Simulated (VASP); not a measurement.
Wanted: the native input for a VASP 6.6.1 run.

| Property | Result |
| --- | --- |
| Task | single point |
| Functional | PBEsol |
| Potentials or basis | VASP PAW PBE potentials, release 64 (Tl_d) |
| Cutoff | 520 eV |
| k mesh | 8 × 8 × 14 |
| Occupations | gaussian, width 0.1 eV |
| Spin | no spin polarisation |
| Dipole correction | no |
| Further INCAR settings | ALGO = Fast; EDIFF = 1e-06; NBANDS = 34 |

The structure of Tl lies in POSCAR:

```
Tl
1.0
    5.0353262788      0.0000000000      0.0000000000
    0.0000000000      5.0353262788      0.0000000000
    0.0000000000      0.0000000000      2.9079352207
Tl
4
Direct
    0.5000000000      0.5000000000      0.0000000000
    0.0000000000      0.0000000000      0.0000000000
    0.5000000000      0.0000000000      0.5203135305
    0.0000000000      0.5000000000      0.4796864695
```

This cell differs from its parent crystal: Sc replaced by Tl, lengths x 0.912, strained.

The input as run:

INCAR

```
PREC = Accurate
ENCUT = 520
EDIFF = 1E-6
ISMEAR = 0
SIGMA = 0.1
LREAL = F
LASPH = T
NELM = 80
ALGO = Fast
ISIF = 2
LWAVE = F
LCHARG = F
GGA = PS
NBANDS = 34
```

KPOINTS

```
Automatic mesh
0
Gamma
  8 8 14
```

Potentials or basis: VASP PAW PBE potentials, release 64 (Tl_d).

The run is started by

```console
$ cat potpaw_PBE.64/Tl_d/POTCAR > POTCAR
$ mpirun -np 1 vasp_std > vasp.out
```

Results of the run:

```
Pressure               : 53.7 GPa
Largest force          : 0.209 eV/Å
Band gap on the k mesh : zero (bands 26 and 27 overlap by 8.48 eV)
```

Caveat: the cell differs from its parent crystal (Sc replaced by Tl, lengths x 0.912, strained); the stress differs along the axes, from 51 to 60 GPa; the PAW data sets were made with another functional, which shifts forces and pressure a little; spin-orbit coupling is left out, which moves the levels of the heavy elements.

Wall time 2.1 min on 1 thread of Intel(R) Xeon(R) Platinum 8488C (Sapphire Rapids), with other jobs on the host, peak memory 0.34 GiB.
